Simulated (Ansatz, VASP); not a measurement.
**InSe: VASP beside Ansatz**

```
Se In
1.0
     4.00000    0.00000    0.00000
    -2.00000    3.46410    0.00000
     0.00000    0.00000   34.56000
Se In
2 2
Direct
  0.33333 0.66667 0.25996
  0.33333 0.66667 0.41654
  0.00000 0.00000 0.29786
  0.00000 0.00000 0.37864
```

Alike in both runs: functional PBE; dispersion D3(BJ); k mesh 10 × 10 × 1; occupations gaussian, width 0.02 eV; no spin polarisation.

Ansatz relaxed the structure, and its values are those at the end. VASP's run is a single point on that final structure, the one shown.

```csv
,VASP,Ansatz
version,VASP 6.6.1,Ansatz 0.2.0
potentials or method,"VASP PAW PBE potentials, release 64 (Se, In_d)","scalar-relativistic, plane waves, PAW"
plane-wave cutoff (eV),520,420
valence electrons in the cell,38,58
```

|  | VASP | Ansatz | Ansatz less VASP |
| --- | --- | --- | --- |
| gap on the k mesh at the Fermi level (eV) | 1.73 | 1.74 | +0.011 |
| least direct gap on the mesh (eV) | 1.81 | 1.82 | +0.009 |
| rms of the force components (eV/Å) | 0.008 | 0.002 | -0.0063 |

VASP's potentials hold 38 valence electrons a cell and Ansatz's 58, so a difference there can come from the potentials and not from the codes. Ansatz's warnings: slab cell height set.
